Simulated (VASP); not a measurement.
A run of VASP 6.6.1 is set up as follows.

File POSCAR:

```
Cu
1.0
    4.1710049859      0.0000000000      0.0000000000
   -2.0855024929      3.6121962771      0.0000000000
    0.0000000000      0.0000000000      2.5035567029
Cu
3
Direct
    1.0000000000      1.0000000000      0.0000000000
    0.3333333333      0.6666666667      0.5000000000
    0.6666666667      0.3333333333      0.5000000000
```

INCAR.step1

```
SYSTEM = Cu
PREC     = Accurate       ! precision mode
ENCUT    = 520            ! plane-wave cutoff, eV
ISMEAR   = -1             ! smearing method
SIGMA    = 0.1            ! smearing width, eV
LREAL    = .False.        ! projectors in reciprocal space
LASPH    = .True.         ! aspherical terms in the spheres
NELM     = 60             ! most SCF steps
NBANDS   = 24             ! bands
GGA      = PE             ! functional
ALGO     = Normal         ! electronic algorithm
EDIFF    = 1E-4           ! SCF threshold, eV
LWAVE    = .True.         ! write WAVECAR
LCHARG   = .False.        ! write CHGCAR
```

File INCAR.step2:

```
SYSTEM = Cu
PREC     = Accurate       ! precision mode
ENCUT    = 520            ! plane-wave cutoff, eV
EDIFF    = 1E-7           ! SCF threshold, eV
ISMEAR   = -1             ! smearing method
SIGMA    = 0.1            ! smearing width, eV
LREAL    = .False.        ! projectors in reciprocal space
LASPH    = .True.         ! aspherical terms in the spheres
NELM     = 60             ! most SCF steps
ALGO     = Normal         ! electronic algorithm
ISIF     = 2              ! what is computed and relaxed
LWAVE    = .False.        ! write WAVECAR
LCHARG   = .False.        ! write CHGCAR
METAGGA  = R2SCAN         ! meta-GGA
LMIXTAU  = .True.       
NBANDS   = 24             ! bands
ISTART   = 1
```

The input KPOINTS:

```
regular mesh
0
Gamma
  10 10 14
  0 0 0
```

Potentials or basis: VASP PAW PBE potentials, release 64 (Cu).

Command:

```console
$ cat potpaw_PBE.64/Cu/POTCAR > POTCAR
$ cp INCAR.step1 INCAR
$ mpirun -np 1 vasp_std > vasp.out
$ cp INCAR.step2 INCAR
$ mpirun -np 1 vasp_std > vasp.out
```

Estimate the pressure.

-9.3 GPa.

Stress tensor (GPa, compression positive):
```
-9.22  0.00  0.00
 0.00 -9.22  0.00
 0.00  0.00 -9.58
```

Caveat: the PAW data sets were made with another functional, which shifts forces and pressure a little.
